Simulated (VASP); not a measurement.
A run of VASP 6.6.1 is set up as follows.

File INCAR:

```
  PREC = Accurate
  ENCUT = 600
  EDIFF = 1E-6
  ISMEAR = 0
  SIGMA = 0.1
  LREAL = F
  LASPH = T
  NELM = 120
  ALGO = Normal
  ISIF = 2
  LWAVE = F
  LCHARG = F
  GGA = PE
  IVDW = 12
  NBANDS = 30
  GGA_COMPAT = F
```

Contents of KPOINTS:

```
Automatic mesh
0
Gamma
  8 8 12
```

Contents of POSCAR:

```
IrO2
1.0
    4.5028305750      0.0000000000      0.0000000000
    0.0000000000      4.5028305750      0.0000000000
    0.0000000000      0.0000000000      3.1721407595
Ir O
2 4
Direct
    0.0000000000      0.0000000000      0.0000000000
    0.5000000000      0.5000000000      0.5000000000
    0.3085190921      0.3085190921      0.0000000000
    0.1914809079      0.8085190921      0.5000000000
    0.6914809079      0.6914809079      0.0000000000
    0.8085190921      0.1914809079      0.5000000000
```

Potentials or basis: VASP PAW PBE potentials, release 64 (Ir, O).

The run is started by

```console
$ cat potpaw_PBE.64/Ir/POTCAR potpaw_PBE.64/O/POTCAR > POTCAR
$ mpirun -np 1 vasp_std > vasp.out
```

Estimate the dispersion energy per atom.

-0.247 eV.

Predict the pressure.

2.2 GPa.

Predict the band gap on the k mesh.

zero (band 21 reaches 6.65 eV, above the bottom of band 22 at 5.33 eV).

Stress tensor (GPa, compression positive):
```
1.96 0.00 0.00
0.00 1.96 0.00
0.00 0.00 2.80
```

Caveat: spin-orbit coupling is left out, which moves the levels of the heavy elements; pairwise dispersion overbinds metals, which lowers pressure and volume.
